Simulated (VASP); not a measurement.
# TiAl2 (Cmmm) in VASP: notebook

The runs below take TiAl2 through single point, with LDA.

Everything below comes from runs of VASP 6.6.1. Logs are shortened: lines on timing, memory, paths and dates and some standing lists are left out, and cuts for length are marked.

## 1. The cell of the first run

Symmetry: Cmmm, No. 65, orthorhombic system. Conventional cell: a = 3.914 Å, b = 12.104 Å, c = 3.983 Å, α = 90.00°, β = 90.00°, γ = 90.00°. Within 3.6 Å of Ti (site symmetry m2m) lie 10 Al at 2.72 to 2.87 Å and 2 Ti at 3.00 Å. Within 3.6 Å of Al (site symmetry mmm) lie 4 Ti at 2.72 Å and 8 Al at 2.79 to 2.89 Å. Within 3.6 Å of Al (site symmetry m2m) lie 6 Al at 2.70 to 2.89 Å and 6 Ti at 2.80 to 2.87 Å. Al (site symmetry mmm) has 4 Ti at 2.74 Å and 8 Al at 2.79 to 2.87 Å within 3.6 Å.

## 2. Single point, LDA (15.72 Å³/atom)

Input file INCAR:

```
SYSTEM = TiAl2
PREC = Accurate ; ENCUT = 520
EDIFF = 1E-6 ; ISMEAR = 0
SIGMA = 0.15 ; LREAL = .False.
LASPH = .True. ; NELM = 100
ALGO = Fast ; ISIF = 2
LWAVE = .False. ; LCHARG = .True.
GGA = CA ; LELF = .True.
LVHAR = .True. ; NBANDS = 27
```

Input file KPOINTS:

```
Automatic mesh
0
Gamma
  12 12 12
  0 0 0
```

Input file POSCAR:

```
TiAl2
1.0
    1.9571821200     -6.0518173763      0.0000000000
    1.9571821200      6.0518173763      0.0000000000
    0.0000000000      0.0000000000      3.9828582971
Ti Al
2 4
Direct
    0.6560576955      0.3439423045      0.0000000000
    0.3439423045      0.6560576955      0.0000000000
    0.0000000000      0.0000000000      0.0000000000
    0.8269820961      0.1730179039      0.5000000000
    0.1730179039      0.8269820961      0.5000000000
    0.5000000000      0.5000000000      0.5000000000
```

Potentials or basis: VASP PAW LDA potentials, release 64 (Ti_sv, Al).

Started as:

```
$ cat potpaw_LDA.64/Ti_sv/POTCAR potpaw_LDA.64/Al/POTCAR > POTCAR
$ mpirun -np 1 vasp_std > vasp.out
```

OUTCAR:

```text
SYSTEM = TiAl2
   PREC = Accurate
   ENCUT = 520
   EDIFF = 1E-6
   ISMEAR = 0
   LREAL = .False.
   LASPH = .True.
   NELM = 100
   ISIF = 2
   GGA = CA

 ion  position               nearest neighbor table
   1  0.656  0.344  0.000-   3 2.72   3 2.72   6 2.74   6 2.74   5 2.80   5 2.80   5 2.80   5 2.80
                             4 2.87   4 2.87
   2  0.344  0.656  0.000-   3 2.72   3 2.72   6 2.74   6 2.74   4 2.80   4 2.80   4 2.80   4 2.80
                             5 2.87   5 2.87
   3  0.000  0.000  0.000-   1 2.72   2 2.72   1 2.72   2 2.72   6 2.79   6 2.79   6 2.79   6 2.79
                             4 2.89   4 2.89   5 2.89   5 2.89
   4  0.827  0.173  0.500-   5 2.70   5 2.70   2 2.80   2 2.80   2 2.80   2 2.80   6 2.87   6 2.87
                             1 2.87   1 2.87   3 2.89   3 2.89
   5  0.173  0.827  0.500-   4 2.70   4 2.70   1 2.80   1 2.80   1 2.80   1 2.80   6 2.87   6 2.87
                             2 2.87   2 2.87   3 2.89   3 2.89
   6  0.500  0.500  0.500-   1 2.74   2 2.74   1 2.74   2 2.74   3 2.79   3 2.79   3 2.79   3 2.79
                             5 2.87   4 2.87   5 2.87   4 2.87

  LATTYP: Found a base centered orthorhombic cell.
 ALAT       =     3.9143642400
 B/A-ratio  =     3.0921074306
 C/A-ratio  =     1.0174981307

  Lattice vectors:

 A1 = (   1.9571821200,  -6.0518173763,   0.0000000000)
 A2 = (   1.9571821200,   6.0518173763,   0.0000000000)
 A3 = (   0.0000000000,   0.0000000000,   3.9828582971)

Analysis of symmetry for initial positions (statically):
=====================================================================
 Subroutine PRICEL returns:
 Original cell was already a primitive cell.

 Routine SETGRP: Setting up the symmetry group for a
 base centered orthorhombic supercell.

 Subroutine GETGRP returns: Found  8 space group operations
 (whereof  8 operations were pure point group operations)
 out of a pool of  8 trial point group operations.

The static configuration has the point symmetry D_2h.

Analysis of symmetry for dynamics (positions and initial velocities):
=====================================================================
 Subroutine PRICEL returns:
 Original cell was already a primitive cell.

 Routine SETGRP: Setting up the symmetry group for a
 base centered orthorhombic supercell.

 Subroutine GETGRP returns: Found  8 space group operations
 (whereof  8 operations were pure point group operations)
 out of a pool of  8 trial point group operations.

The dynamic configuration has the point symmetry D_2h.

[... 109 lines left out ...]
   NSW    =      0    number of steps for IOM
   IBRION =     -1    ionic relax: 0-MD 1-quasi-New 2-CG
   NFREE  =      0    steps in history (QN), initial steepest desc. (CG)
   ISIF   =      2    stress and relaxation
   ISYM   =      2    0-nonsym 1-usesym 2-fastsym
   POTIM  = 0.5000    time-step for ionic-motion
   TEBEG  =    0.0;   TEEND  =   0.0 temperature during run
   PSTRESS=    0.0 pullay stress
   NELECT =      36.0000    total number of electrons
   NUPDOWN=      -1.0000    fix difference up-down
   EMIN   =  10.00;   EMAX   =-10.00  energy-range for DOS
   EFERMI =   0.00;   METHOD = LEGACY
   ISMEAR =     0;   SIGMA  =   0.15  broadening in eV -4-tet -1-fermi 0-gaus
   EFERMI_NEDOS =   21; number of points for ismear=-14 and -15
   IALGO  =     68    algorithm
   IMIX   =      4    mixing-type and parameters
     AMIX     =   0.40;   BMIX     =  1.00
     AMIX_MAG =   1.60;   BMIX_MAG =  1.00
  volume/ion in A,a.u.               =      15.72       106.12
  Fermi-wavevector in a.u.,A,eV,Ry     =   1.187394  2.243850 19.182931  1.409906
  Thomas-Fermi vector in A             =   2.323547
   LORBIT       =      0    0 simple, 1 ext, 2 COOP (PROOUT), +10 PAW based schemes
   GGA     = CA    functional components
   LHFCALC =     F    Hartree Fock is set to
   AEXX    =    0.0000 exact exchange contribution
   IVDW    =     0    specifies the selected vdW correction
   LEPSILON=     F    determine dielectric tensor
   LRPA    =     F    only Hartree local field effects (RPA)
 non-spin polarized calculation
 RMM-DIIS sequential band-by-band and
 Gauss-broadening in eV      SIGMA  =   0.15
  energy-cutoff  :      520.00
  volume of cell :       94.35
 maximum number of plane-waves:      2574
   NGX = 23   NGY = 23   NGZ = 15

 number of electron      35.9999994 magnetization

 Free energy of the ion-electron system (eV)
  ---------------------------------------------------
  ext. energy  EPLUGINS =         0.00000000
  ---------------------------------------------------
  free energy    TOTEN  =       -36.52973181 eV

  energy without entropy =      -36.50013057  energy(sigma->0) =      -36.51493119

 E-fermi :   8.4030     XC(G=0): -11.1050

 val. band max:        8.3972200018   @ k =   0.4167   0.4167   0.3333
 cond. band min:       8.4036943102   @ k =  -0.0833   0.0833   0.2500
 fundamental gap:      0.0064743084
 Fermi energy:         8.4029686038

 k-point     1 :       0.0000    0.0000    0.0000
  band No.  band energies     occupation
      1     -47.5955      2.00000
      2     -47.5650      2.00000
      3     -24.3375      2.00000
      4     -24.3041      2.00000
      5     -24.3005      2.00000
      6     -24.2791      2.00000
[... 709 lines left out ...]
     26      11.7010      0.00000
     27      12.2472      0.00000

 [... further k-points ...]

------------------------ aborting loop because EDIFF is reached ----------------------------------------

  FORCE on cell =-STRESS in cart. coord.  units (eV):
  Direction    XX          YY          ZZ          XY          YZ          ZX
  --------------------------------------------------------------------------------------
  -------------------------------------------------------------------------------------
  Total       -2.4902520     -2.5080709     -2.4756288      0.0000000      0.0000000      0.0000000
  in kB      -42.2874959    -42.5900838    -42.0391774      0.0000000      0.0000000      0.0000000
  external PRESSURE =     -42.3055857 kB  Pullay stress =       0.0000000 kB

 VOLUME and BASIS-vectors are now :
 -----------------------------------------------------------------------------
  energy-cutoff  :      520.00
  volume of cell :       94.35
      direct lattice vectors                 reciprocal lattice vectors
     1.957182120 -6.051817376  0.000000000     0.255469328 -0.082619810  0.000000000
     1.957182120  6.051817376  0.000000000     0.255469328  0.082619810  0.000000000
     0.000000000  0.000000000  3.982858297     0.000000000  0.000000000  0.251075967

 POSITION                                       TOTAL-FORCE (eV/Angst)
 -----------------------------------------------------------------------------------
      1.95718     -1.88887      0.00000         0.000000      0.025850      0.000000
      1.95718      1.88887      0.00000         0.000000     -0.025850      0.000000
      0.00000      0.00000      0.00000         0.000000     -0.000000      0.000000
      1.95718     -3.95767      1.99143         0.000000      0.035498      0.000000
      1.95718      3.95767      1.99143         0.000000     -0.035498     -0.000000
      1.95718      0.00000      1.99143        -0.000000     -0.000000      0.000000
 -----------------------------------------------------------------------------------
    total drift:                                0.000000      0.000000      0.000000

  FREE ENERGIE OF THE ION-ELECTRON SYSTEM (eV)
  ---------------------------------------------------
  free  energy   TOTEN  =       -36.5297318122 eV

  energy  without entropy=      -36.5001305673  energy(sigma->0) =      -36.51493119
```

It took 69 min on 1 thread of Intel Xeon 8259CL, shared host; peak memory 0.69 GiB.

What came out:

```yaml
Free_energy: -36.5297 eV
Pressure: -4.2 GPa
Largest_force: 0.035 eV/Å
Band_gap_on_the_k_mesh: zero (bands 18 and 19 overlap by 1.46 eV)
```

Forces in eV/Å, atoms in the order of the input:
```
Ti   0.000  0.026  0.000
Ti   0.000 -0.026  0.000
Al   0.000  0.000  0.000
Al   0.000  0.035  0.000
Al   0.000 -0.035  0.000
Al   0.000  0.000  0.000
```

Caveat: the cell stands under tension.

## 3. Single point, LDA (16.33 Å³/atom)

This run uses another cell than the first one, of 16.33 Å³/atom.

Input file INCAR:

```
SYSTEM = TiAl2
ALGO = Fast
EDIFF = 1E-6
ENCUT = 520
GGA = CA
ISIF = 2
ISMEAR = 0
LASPH = .TRUE.
LCHARG = .FALSE.
LREAL = .FALSE.
LWAVE = .FALSE.
NBANDS = 27
NELM = 60
PREC = Accurate
SIGMA = 0.15
```

Input file KPOINTS:

```
k-points
0
G
  12 12 12
  0 0 0
```

Changes to POSCAR since step 2:

```diff
@@ -2,5 +2,5 @@
 1.0
-    1.9571821200     -6.0518173763      0.0000000000
-    1.9571821200      6.0518173763      0.0000000000
-    0.0000000000      0.0000000000      3.9828582971
+    2.0175211929     -6.2383922720      0.0000000000
+    2.0175211929      6.2383922720      0.0000000000
+    0.0000000000      0.0000000000      3.8921543845
 Ti Al
```

Potentials or basis: VASP PAW LDA potentials, release 64 (Ti_sv, Al).

Started as:

```
$ cat potpaw_LDA.64/Ti_sv/POTCAR potpaw_LDA.64/Al/POTCAR > POTCAR
$ mpirun -np 1 vasp_std > vasp.out
```

It took 68 min on 1 thread of Intel Xeon 8259CL, shared host; peak memory 0.71 GiB.

It converged, with:

```
Free energy            : -36.3220 eV
Pressure               : -7.9 GPa
Largest force          : 0.173 eV/Å
Band gap on the k mesh : zero (bands 18 and 19 overlap by 1.50 eV)
```

Forces on the atoms (eV/Å):
```
Ti   0.000  0.173  0.000
Ti   0.000 -0.173  0.000
Al   0.000  0.000  0.000
Al   0.000  0.122  0.000
Al   0.000 -0.122  0.000
Al   0.000  0.000  0.000
```

Stress tensor (GPa, compression positive):
```
 -9.73   0.00   0.00
  0.00 -10.11   0.00
  0.00   0.00  -3.82
```

Levels at points of the mesh, in eV from the Fermi level:
```
           k point  band 15  band 16  band 17  band 18  band 19  band 20  band 21  band 22
(0.00, 0.00, 0.00)    -1.40    -0.67    -0.59    -0.31     0.39     0.66     0.70     0.77
(0.50, 0.00, 0.00)    -1.29    -1.01    -0.96    -0.06     0.82     1.03     1.17     1.21
(0.50, 0.50, 0.00)    -1.50    -1.27    -0.69    -0.41     0.28     0.99     1.08     1.50
(0.00, 0.00, 0.50)    -1.65    -0.96    -0.28     0.07     0.41     0.95     1.16     1.22
(0.50, 0.00, 0.50)    -2.42    -1.74    -1.54    -1.15    -0.58     1.10     1.26     1.28
(0.50, 0.50, 0.50)    -2.04    -0.82    -0.15     0.54     1.00     1.30     1.54     1.56
```

Caveat: the stress differs along the axes, from -10 to -4 GPa.
